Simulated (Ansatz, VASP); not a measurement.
**LiCl: VASP beside Ansatz**

```xyz
2
Lattice="0.0302 2.5560 2.5560 2.5560 0.0302 2.5560 2.5862 2.5862 0.0000" Properties=species:S:1:pos:R:3 pbc="T T T"
Li    0.0000    0.0000    0.0000
Cl    2.5862    2.5862    2.5560
```

Change from the starting cell: shear_xy strain +2.4%.

Alike in both runs: task single point; functional r2SCAN; k mesh 8 × 8 × 8; no spin polarisation.

|  | VASP | Ansatz |
| --- | --- | --- |
| version | VASP 6.6.1 | Ansatz 0.2.0 |
| potentials or method | VASP PAW PBE potentials, release 64 (Li_sv, Cl) | plane waves, PAW |
| plane-wave cutoff (eV) | 520 | 500 |
| occupations | gaussian, width 0.01 eV | fixed |
| valence electrons in the cell | 10 | 10 |

|  | VASP | Ansatz | Ansatz less VASP |
| --- | --- | --- | --- |
| gap on the k mesh at the Fermi level (eV) | 7.28 | 7.21 | -0.071 |

VASP's potentials were made for PBE, not for r2SCAN.

Noted on VASP's run: the cutoff is short for stress, so the pressure is rough.
